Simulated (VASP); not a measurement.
Input of a VASP 6.6.1 run:

Contents of INCAR:

```
SYSTEM = AlCu
  PREC = Accurate
  ENCUT = 600
  EDIFF = 1E-6
  ISMEAR = 0
  SIGMA = 0.1
  LREAL = .FALSE.
  LASPH = .TRUE.
  NELM = 100
  ALGO = Normal
  ISIF = 3
  LWAVE = .FALSE.
  LCHARG = .FALSE.
  IBRION = 2
  NSW = 80
  EDIFFG = -0.01
```

The input KPOINTS:

```
regular mesh
0
G
  7 7 7
  0 0 0
```

File POSCAR:

```
AlCu
1.0
    2.9975090000      0.0000000000      0.0000000000
    0.0000000000      2.9975090000      0.0000000000
    0.0000000000      0.0000000000      2.9975090000
Al Cu
1 1
Direct
    0.0000000000      0.0000000000      0.0000000000
    0.5000000000      0.5000000000      0.5000000000
```

Potentials or basis: VASP PAW LDA potentials, release 64 (Al, Cu).

The run is started by

```sh
$ cat potpaw_LDA.64/Al/POTCAR potpaw_LDA.64/Cu/POTCAR > POTCAR
$ mpirun -np 1 vasp_std > vasp.out
```

Problem. What does it give for the space group after relaxing (to 0.05 Å)?

Solution. Pm-3m (No. 221).

Problem. What does it give for the band gap on the k mesh?

Solution. Zero (band 7 reaches 13.67 eV, above the bottom of band 8 at 9.25 eV).

Problem. What does it give for the relaxed cell?

Solution. a = 2.932 Å, b = 2.932 Å, c = 2.932 Å, α = 90.00°, β = 90.00°, γ = 90.00°.

The path:
```
step  energy change (eV)  largest force (eV/Å)  pressure (GPa)  volume (Å³)
   1              0.0000                0.0000           -7.20        26.93
   2             -0.0392                0.0000            3.18        24.64
   3             -0.0445                0.0000            0.16        25.16
   4             -0.0445                0.0000           -0.01        25.20
```
